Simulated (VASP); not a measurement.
Wanted: the native input for a VASP 6.6.1 run.

| Property | Result |
| --- | --- |
| Task | single point |
| Functional | PBEsol |
| Potentials or basis | VASP PAW PBE potentials, release 64 (Gd, O) |
| Cutoff | 520 eV |
| k mesh | 9 × 9 × 9 |
| Occupations | fermi-dirac, width 0.1 eV |
| Spin | collinear spin, ferromagnetic start |
| Starting moments | [7.0, 0.0] μB |
| Dipole correction | no |
| Further INCAR settings | ALGO = Normal; EDIFF = 1e-06; NBANDS = 23 |

The structure of GdO lies in POSCAR:

```
GdO
1.0
    0.0000000000      2.6542284457      2.6542284457
    2.6542284457      0.0000000000      2.6542284457
    2.6542284457      2.6542284457      0.0000000000
Gd O
1 1
Direct
    0.0000000000      0.0000000000      0.0000000000
    0.2500000000      0.2500000000      0.2500000000
```

One way to write it, as run:

INCAR

```
SYSTEM = GdO
PREC = Accurate
ENCUT = 520
EDIFF = 1E-6
ISMEAR = -1
SIGMA = 0.1
LREAL = .FALSE.
LASPH = .TRUE.
NELM = 150
ALGO = Normal
ISIF = 2
LWAVE = .FALSE.
LCHARG = .FALSE.
ISPIN = 2
MAGMOM = 7 0
LORBIT = 11
LMAXMIX = 6
GGA = PS
NBANDS = 23
```

KPOINTS

```
regular mesh
0
G
  9 9 9
  0 0 0
```

Potentials or basis: VASP PAW PBE potentials, release 64 (Gd, O).

The run is started by

```sh
$ cat potpaw_PBE.64/Gd/POTCAR potpaw_PBE.64/O/POTCAR > POTCAR
$ mpirun -np 1 vasp_std > vasp.out
```

It gave:

- Pressure: 0.6 GPa
- Net moment: 7.46 μB per cell
- Site moments: Gd +6.84; O -0.03 μB
- Valence electrons inside the program's atomic spheres: Gd 15.25; O 4.99

Caveat: the PAW data sets were made with another functional, which shifts forces and pressure a little; a cell with one magnetic atom can't hold antiferromagnetic order, which such compounds often take.

Run time: 39 s on 1 thread of Intel(R) Xeon(R) 6975P-C (Granite Rapids) (shared host), peak memory 0.21 GiB.
